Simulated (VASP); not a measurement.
Write the native input for VASP 6.6.1 that does the following.

| Item | Value |
| --- | --- |
| Task | single point |
| Functional | PBE |
| Potentials or basis | VASP PAW PBE potentials, release 64 (B, P) |
| Cutoff | 520 eV |
| k mesh | 6 × 6 × 6 |
| Occupations | gaussian, width 0.01 eV |
| Spin | no spin polarisation |
| Dipole correction | no |
| Further INCAR settings | ALGO = Normal; EDIFF = 1e-07; NBANDS = 11 |

The structure of BP lies in POSCAR:

```
BP
1.0
    0.0000000000      2.2683156866      2.2683156866
    2.1548999023      0.0000000000      2.2683156866
    2.1548999023      2.2683156866      0.0000000000
B P
1 1
Direct
    0.0000000000      0.0000000000      0.0000000000
    0.2500000000      0.2500000000      0.2500000000
```

This cell differs from its parent crystal: uniaxial x strain -5.0%.

The input as run:

INCAR

```
PREC = Accurate
ENCUT = 520
EDIFF = 1E-7
ISMEAR = 0
SIGMA = 0.01
LREAL = F
LASPH = T
NELM = 80
ALGO = Normal
ISIF = 2
LWAVE = F
LCHARG = F
GGA = PE
NBANDS = 11
```

KPOINTS

```
regular mesh
0
Gamma
  6 6 6
```

Potentials or basis: VASP PAW PBE potentials, release 64 (B, P).

The run is started by

```console
$ cat potpaw_PBE.64/B/POTCAR potpaw_PBE.64/P/POTCAR > POTCAR
$ mpirun -np 1 vasp_std > vasp.out
```

Results of the run:

```
Pressure               : 10.5 GPa
Band gap on the k mesh : 0.51 eV, indirect (least direct gap 2.98 eV)
```

Caveat: the cell differs from its parent crystal (uniaxial x strain -5.0%).

It took 2.8 s on 1 thread of Intel(R) Xeon(R) 6975P-C (Granite Rapids) (shared host), peak memory 0.13 GiB.
